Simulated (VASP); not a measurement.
# Sc5Al (P4/mmm) in VASP: a series of runs

Runs on Sc5Al. Level: PBE. Tasks: single point.

Everything below comes from runs of VASP 6.6.1. Logs are shortened: lines on timing, memory, paths and dates and some standing lists are left out, and cuts for length are marked.

## 1. The cell of the first run

The structure is tetragonal, space group P4/mmm (No. 123). Conventional cell: a = 3.252 Å, b = 3.252 Å, c = 13.047 Å, α = 90.00°, β = 90.00°, γ = 90.00°. Sc (site symmetry 4mm) has 4 Al at 2.96 Å and 9 Sc at 3.25 to 3.74 Å within 3.9 Å. Within 4.3 Å of Sc (site symmetry 4mm) lie 12 Sc at 3.25 to 3.28 Å and 1 Al at 4.21 Å. Within 4.3 Å of Sc (site symmetry 4/mmm) lie 12 Sc at 3.25 to 3.26 Å. Within 3.9 Å of Al (site symmetry 4/mmm) lie 8 Sc at 2.96 Å and 4 Al at 3.25 Å.

## 2. Single point, PBE

Contents of INCAR:

```
SYSTEM = Sc5Al
ALGO = Normal ; EDIFF = 1E-6
ENCUT = 520 ; GGA = PE
ISIF = 2 ; ISMEAR = 0
LASPH = .True. ; LCHARG = .False.
LREAL = .False. ; LWAVE = .False.
NBANDS = 38 ; NELM = 100
PREC = Accurate ; SIGMA = 0.1
```

Contents of KPOINTS:

```
k-points
0
Gamma
  6 6 2
  0 0 0
```

Contents of POSCAR:

```
Sc5Al
1.0
    3.2518100000      0.0000000000      0.0000000000
    0.0000000000      3.2518100000      0.0000000000
    0.0000000000      0.0000000000     13.0465348000
Sc Al
5 1
Direct
    0.0000000000      0.0000000000      0.6434030000
    0.5000000000      0.5000000000      0.8223780000
    0.0000000000      0.0000000000      0.0000000000
    0.5000000000      0.5000000000      0.1776220000
    0.0000000000      0.0000000000      0.3565970000
    0.5000000000      0.5000000000      0.5000000000
```

Potentials or basis: VASP PAW PBE potentials, release 64 (Sc_sv, Al).

The run is started by

```sh
$ cat potpaw_PBE.64/Sc_sv/POTCAR potpaw_PBE.64/Al/POTCAR > POTCAR
$ mpirun -np 1 vasp_std > vasp.out
```

OUTCAR:

```text
SYSTEM = Sc5Al
   EDIFF = 1E-6
   ENCUT = 520
   GGA = PE
   ISIF = 2
   ISMEAR = 0
   LASPH = .True.
   LREAL = .False.
   NELM = 100
   PREC = Accurate

 ion  position               nearest neighbor table
   1  0.000  0.000  0.643-   6 2.96   6 2.96   6 2.96   6 2.96   2 3.28   2 3.28   2 3.28   2 3.28

   2  0.500  0.500  0.822-   3 3.26   3 3.26   3 3.26   3 3.26   1 3.28   1 3.28   1 3.28   1 3.28

   3  0.000  0.000  0.000-   2 3.26   4 3.26   2 3.26   4 3.26   2 3.26   4 3.26   2 3.26   4 3.26

   4  0.500  0.500  0.178-   3 3.26   3 3.26   3 3.26   3 3.26   5 3.28   5 3.28   5 3.28   5 3.28

   5  0.000  0.000  0.357-   6 2.96   6 2.96   6 2.96   6 2.96   4 3.28   4 3.28   4 3.28   4 3.28

   6  0.500  0.500  0.500-   1 2.96   5 2.96   1 2.96   5 2.96   1 2.96   5 2.96   1 2.96   5 2.96

  LATTYP: Found a simple tetragonal cell.
 ALAT       =     3.2518100000
 C/A-ratio  =     4.0120839778

  Lattice vectors:

 A1 = (   3.2518100000,   0.0000000000,   0.0000000000)
 A2 = (   0.0000000000,   3.2518100000,   0.0000000000)
 A3 = (   0.0000000000,   0.0000000000,  13.0465348000)

Analysis of symmetry for initial positions (statically):
=====================================================================
 Subroutine PRICEL returns:
 Original cell was already a primitive cell.

 Routine SETGRP: Setting up the symmetry group for a
 simple tetragonal supercell.

 Subroutine GETGRP returns: Found 16 space group operations
 (whereof 16 operations were pure point group operations)
 out of a pool of 16 trial point group operations.

The static configuration has the point symmetry D_4h.

Analysis of symmetry for dynamics (positions and initial velocities):
=====================================================================
 Subroutine PRICEL returns:
 Original cell was already a primitive cell.

 Routine SETGRP: Setting up the symmetry group for a
 simple tetragonal supercell.

 Subroutine GETGRP returns: Found 16 space group operations
 (whereof 16 operations were pure point group operations)
 out of a pool of 16 trial point group operations.

The dynamic configuration has the point symmetry D_4h.

 Subroutine INISYM returns: Found 16 space group operations
 (whereof 16 operations are pure point group operations),
 and found     1 'primitive' translations

----------------------------------------------------------------------------------------

                                     Primitive cell

  volume of cell :     137.9576

  direct lattice vectors                    reciprocal lattice vectors
     3.251810000  0.000000000  0.000000000     0.307521042  0.000000000  0.000000000
     0.000000000  3.251810000  0.000000000     0.000000000  0.307521042  0.000000000
     0.000000000  0.000000000 13.046534800     0.000000000  0.000000000  0.076648705

  length of vectors
     3.251810000  3.251810000 13.046534800     0.307521042  0.307521042  0.076648705

  position of ions in fractional coordinates (direct lattice)
     0.000000000  0.000000000  0.643403000
     0.500000000  0.500000000  0.822378000
     0.000000000  0.000000000  0.000000000
     0.500000000  0.500000000  0.177622000
     0.000000000  0.000000000  0.356597000
     0.500000000  0.500000000  0.500000000

  ion indices of the primitive-cell ions
   primitive index   ion index
                 1           1
                 2           2
                 3           3
                 4           4
                 5           5
                 6           6

----------------------------------------------------------------------------------------

 KPOINTS: k-points

Automatic generation of k-mesh.
 Grid dimensions read from file:
 generate k-points for:    6    6    2

 Generating k-lattice:

  Cartesian coordinates                     Fractional coordinates (reciprocal lattice)
     0.051253507  0.000000000  0.000000000     0.166666667  0.000000000  0.000000000
     0.000000000  0.051253507  0.000000000     0.000000000  0.166666667  0.000000000
     0.000000000  0.000000000  0.038324353     0.000000000  0.000000000  0.500000000

  Length of vectors
     0.051253507  0.051253507  0.038324353

  Shift w.r.t. Gamma in fractional coordinates (k-lattice)
     0.000000000  0.000000000  0.000000000

 Subroutine IBZKPT returns following result:
 ===========================================

 Found     20 irreducible k-points:

 Following reciprocal coordinates:
            Coordinates               Weight
  0.000000  0.000000  0.000000      1.000000
  0.166667  0.000000  0.000000      4.000000
  0.333333  0.000000  0.000000      4.000000
  0.500000  0.000000  0.000000      2.000000
  0.166667  0.166667  0.000000      4.000000
  0.333333  0.166667  0.000000      8.000000
[... 12 lines left out ...]
  0.500000  0.333333  0.500000      4.000000
  0.500000  0.500000  0.500000      1.000000
   k-points           NKPTS =     20   k-points in BZ     NKDIM =     20   number of bands    NBANDS=     38
   number of dos      NEDOS =    301   number of ions     NIONS =      6
   total plane-waves  NPLWV =  56448
   dimension x,y,z NGX =    24 NGY =   24 NGZ =   98
   dimension x,y,z NGXF=    48 NGYF=   48 NGZF=  196
   ions per type =               5   1
   NGX,Y,Z   is equivalent  to a cutoff of  12.27, 12.27, 12.49 a.u.
   NGXF,Y,Z  is equivalent  to a cutoff of  24.54, 24.54, 24.98 a.u.
 SYSTEM =  Sc5Al
   PREC   = accura    normal or accurate (medium, high low for compatibility)
   ISTART =      0    job   : 0-new  1-cont  2-samecut
   ICHARG =      2    charge: 1-file 2-atom 10-const
   ISPIN  =      1    spin polarized calculation?
   LNONCOLLINEAR =      F non collinear calculations
   LSORBIT =      F    spin-orbit coupling
   LASPH  =      T    aspherical Exc in radial PAW
   ENCUT  =  520.0 eV  38.22 Ry    6.18 a.u.   6.05  6.05 24.26*2*pi/ulx,y,z
   NELM   =    100;   NELMIN=  2; NELMDL= -5     # of ELM steps
   EDIFF  = 0.1E-05   stopping-criterion for ELM
   LREAL  =      F    real-space projection
   EDIFFG = 0.1E-04   stopping-criterion for IOM
   NSW    =      0    number of steps for IOM
   IBRION =     -1    ionic relax: 0-MD 1-quasi-New 2-CG
   NFREE  =      0    steps in history (QN), initial steepest desc. (CG)
   ISIF   =      2    stress and relaxation
   ISYM   =      2    0-nonsym 1-usesym 2-fastsym
   POTIM  = 0.5000    time-step for ionic-motion
   TEBEG  =    0.0;   TEEND  =   0.0 temperature during run
   PSTRESS=    0.0 pullay stress
   NELECT =      58.0000    total number of electrons
   NUPDOWN=      -1.0000    fix difference up-down
   EMIN   =  10.00;   EMAX   =-10.00  energy-range for DOS
   EFERMI =   0.00;   METHOD = LEGACY
   ISMEAR =     0;   SIGMA  =   0.10  broadening in eV -4-tet -1-fermi 0-gaus
   EFERMI_NEDOS =   21; number of points for ismear=-14 and -15
   IALGO  =     38    algorithm
   IMIX   =      4    mixing-type and parameters
     AMIX     =   0.40;   BMIX     =  1.00
     AMIX_MAG =   1.60;   BMIX_MAG =  1.00
  volume/ion in A,a.u.               =      22.99       155.16
  Fermi-wavevector in a.u.,A,eV,Ry     =   1.226410  2.317579 20.464269  1.504081
  Thomas-Fermi vector in A             =   2.361412
   LORBIT       =      0    0 simple, 1 ext, 2 COOP (PROOUT), +10 PAW based schemes
   GGA     = PE    functional components
   LHFCALC =     F    Hartree Fock is set to
   AEXX    =    0.0000 exact exchange contribution
   IVDW    =     0    specifies the selected vdW correction
   LEPSILON=     F    determine dielectric tensor
   LRPA    =     F    only Hartree local field effects (RPA)
 non-spin polarized calculation
 Gauss-broadening in eV      SIGMA  =   0.10
  energy-cutoff  :      520.00
  volume of cell :      137.96
 maximum number of plane-waves:      3766
   NGX = 13   NGY = 13   NGZ = 49

 number of electron      58.0000002 magnetization

 Free energy of the ion-electron system (eV)
  ---------------------------------------------------
  ext. energy  EPLUGINS =         0.00000000
  ---------------------------------------------------
  free energy    TOTEN  =       -35.80223937 eV

  energy without entropy =      -35.76328958  energy(sigma->0) =      -35.78276447

 E-fermi :   4.2518     XC(G=0):  -9.9703

 val. band max:        4.2473219161   @ k =   0.5000   0.1667   0.5000
 cond. band min:       4.2526034797   @ k =   0.1667   0.1667   0.0000
 fundamental gap:      0.0052815636
 Fermi energy:         4.2518355997

 k-point     1 :       0.0000    0.0000    0.0000
  band No.  band energies     occupation
      1     -45.1897      2.00000
      2     -45.1872      2.00000
      3     -45.1358      2.00000
      4     -45.1119      2.00000
      5     -45.0815      2.00000
      6     -23.9314      2.00000
[... 30 lines left out ...]
     37       5.9861      0.00000
     38       5.9952      0.00000

 k-point     2 :       0.1667    0.0000    0.0000
  band No.  band energies     occupation
      1     -45.1829      2.00000
      2     -45.1807      2.00000
      3     -45.1280      2.00000
      4     -45.1079      2.00000
      5     -45.0802      2.00000
      6     -23.9100      2.00000
[... 30 lines left out ...]
     37       6.0172      0.00000
     38       6.0962      0.00000

 k-point     3 :       0.3333    0.0000    0.0000
  band No.  band energies     occupation
      1     -45.1695      2.00000
      2     -45.1676      2.00000
      3     -45.1098      2.00000
      4     -45.0999      2.00000
      5     -45.0803      2.00000
      6     -23.9302      2.00000
[... 30 lines left out ...]
     37       6.0048      0.00000
     38       6.1464      0.00000

 k-point     4 :       0.5000    0.0000    0.0000
  band No.  band energies     occupation
      1     -45.1628      2.00000
      2     -45.1610      2.00000
      3     -45.0960      2.00000
      4     -45.0959      2.00000
      5     -45.0849      2.00000
      6     -23.9746      2.00000
[... 30 lines left out ...]
     37       5.7799      0.00000
     38       5.9414      0.00000
[... 539 lines left out ...]
      4     -45.0854      2.00000
      5     -45.0712      2.00000
      6     -23.8924      2.00000
[... 30 lines left out ...]
     37       5.8244      0.00000
     38       5.8825      0.00000

 k-point    19 :       0.5000    0.3333    0.5000
  band No.  band energies     occupation
      1     -45.1473      2.00000
      2     -45.1455      2.00000
      3     -45.0806      2.00000
      4     -45.0806      2.00000
      5     -45.0695      2.00000
      6     -23.9290      2.00000
[... 30 lines left out ...]
     37       5.8409      0.00000
     38       6.2650      0.00000

 k-point    20 :       0.5000    0.5000    0.5000
  band No.  band energies     occupation
      1     -45.1421      2.00000
      2     -45.1403      2.00000
      3     -45.0755      2.00000
      4     -45.0755      2.00000
      5     -45.0643      2.00000
      6     -23.9442      2.00000
[... 30 lines left out ...]
     37       6.0579      0.00000
     38       6.8123      0.00000

------------------------ aborting loop because EDIFF is reached ----------------------------------------

  FORCE on cell =-STRESS in cart. coord.  units (eV):
  Direction    XX          YY          ZZ          XY          YZ          ZX
  --------------------------------------------------------------------------------------
  -------------------------------------------------------------------------------------
  Total       -0.0030211     -0.0030211      0.1397371      0.0000000      0.0000000      0.0000000
  in kB       -0.0350857     -0.0350857      1.6228443      0.0000000      0.0000000      0.0000000
  external PRESSURE =       0.5175577 kB  Pullay stress =       0.0000000 kB

 VOLUME and BASIS-vectors are now :
 -----------------------------------------------------------------------------
  energy-cutoff  :      520.00
  volume of cell :      137.96
      direct lattice vectors                 reciprocal lattice vectors
     3.251810000  0.000000000  0.000000000     0.307521042  0.000000000  0.000000000
     0.000000000  3.251810000  0.000000000     0.000000000  0.307521042  0.000000000
     0.000000000  0.000000000 13.046534800     0.000000000  0.000000000  0.076648705

 POSITION                                       TOTAL-FORCE (eV/Angst)
 -----------------------------------------------------------------------------------
      0.00000      0.00000      8.39418        -0.000000     -0.000000      0.013888
      1.62590      1.62590     10.72918         0.000000     -0.000000      0.004316
      0.00000      0.00000      0.00000        -0.000000     -0.000000      0.000000
      1.62590      1.62590      2.31735        -0.000000      0.000000     -0.004316
      0.00000      0.00000      4.65236         0.000000     -0.000000     -0.013888
      1.62590      1.62590      6.52327        -0.000000     -0.000000      0.000000
 -----------------------------------------------------------------------------------
    total drift:                                0.000000     -0.000000      0.000000

  FREE ENERGIE OF THE ION-ELECTRON SYSTEM (eV)
  ---------------------------------------------------
  free  energy   TOTEN  =       -35.8022393666 eV

  energy  without entropy=      -35.7632895776  energy(sigma->0) =      -35.78276447
```

It took 2.3 min on 1 thread of Intel Xeon Platinum 8259CL at 2.50GHz (Skylake/Cascade Lake), shared host; peak memory 0.26 GiB.

Results:

- Free energy: -35.8022 eV
- Pressure: 0.1 GPa
- Largest force: 0.014 eV/Å
- Band gap on the k mesh: zero (bands 29 and 30 overlap by 0.71 eV)

Forces in eV/Å, atoms in the order of the input:
```
Sc   0.000  0.000  0.014
Sc   0.000  0.000  0.004
Sc   0.000  0.000  0.000
Sc   0.000  0.000 -0.004
Sc   0.000  0.000 -0.014
Al   0.000  0.000  0.000
```

## 3. Single point, PBE (20.23 Å³/atom)

This run uses another cell than the first one, of 20.23 Å³/atom.

Contents of INCAR:

```
PREC = Accurate ; ENCUT = 520
EDIFF = 1E-6 ; ISMEAR = 0
SIGMA = 0.1 ; LREAL = False
LASPH = True ; NELM = 80
ALGO = Fast ; ISIF = 2
LWAVE = False ; LCHARG = True
GGA = PE ; LELF = True
LVHAR = True ; NBANDS = 38
```

Contents of KPOINTS:

```
Automatic mesh
0
Gamma
  12 12 4
```

Contents of POSCAR:

```
Sc5Al
1.0
    3.1102167333      0.0000000000      0.0000000000
    0.0000000000      3.1102167333      0.0000000000
    0.0000000000      0.0000000000     12.5500907588
Sc Al
5 1
Direct
    0.0000000000      0.0000000000      0.6470082895
    0.5000000000      0.5000000000      0.8247013069
    0.0000000000      0.0000000000      0.0000000000
    0.5000000000      0.5000000000      0.1752986931
    0.0000000000      0.0000000000      0.3529917105
    0.5000000000      0.5000000000      0.5000000000
```

Potentials or basis: VASP PAW PBE potentials, release 64 (Sc_sv, Al).

The run is started by

```sh
$ cat potpaw_PBE.64/Sc_sv/POTCAR potpaw_PBE.64/Al/POTCAR > POTCAR
$ mpirun -np 1 vasp_std > vasp.out
```

Wall time 13 min (1 thread of Intel Xeon Platinum 8259CL at 2.50GHz (Skylake/Cascade Lake), shared host); peak memory 0.43 GiB.

The run converged. Its results:

| Item | Value |
| --- | --- |
| Free energy | -35.3581 eV |
| Pressure | 9.3 GPa |
| Largest force | 0.004 eV/Å |
| Band gap on the k mesh | zero (bands 29 and 30 overlap by 0.84 eV) |

Forces in eV/Å, atoms in the order of the input:
```
Sc   0.000  0.000  0.004
Sc   0.000  0.000 -0.001
Sc   0.000  0.000  0.000
Sc   0.000  0.000  0.001
Sc   0.000  0.000 -0.004
Al   0.000  0.000  0.000
```

Stress tensor (GPa, compression positive):
```
9.28 0.00 0.00
0.00 9.28 0.00
0.00 0.00 9.36
```

Levels at points of the mesh, in eV from the Fermi level:
```tsv
k point	band 27	band 28	band 29	band 30	band 31	band 32
(0.00, 0.00, 0.00)	-0.74	-0.30	0.04	0.91	1.46	1.63
(0.50, 0.00, 0.00)	-0.81	-0.35	0.35	0.38	0.39	0.67
(0.50, 0.50, 0.00)	-1.11	-0.70	-0.70	0.10	0.10	0.46
(0.00, 0.00, 0.50)	-0.70	-0.45	0.24	0.75	1.53	1.61
(0.50, 0.00, 0.50)	-0.79	-0.33	0.28	0.37	0.39	0.62
(0.50, 0.50, 0.50)	-1.23	-0.59	-0.59	-0.24	-0.24	0.97
```

Caveat: the cell stands under pressure.

(Continued in part 2 of 2.)
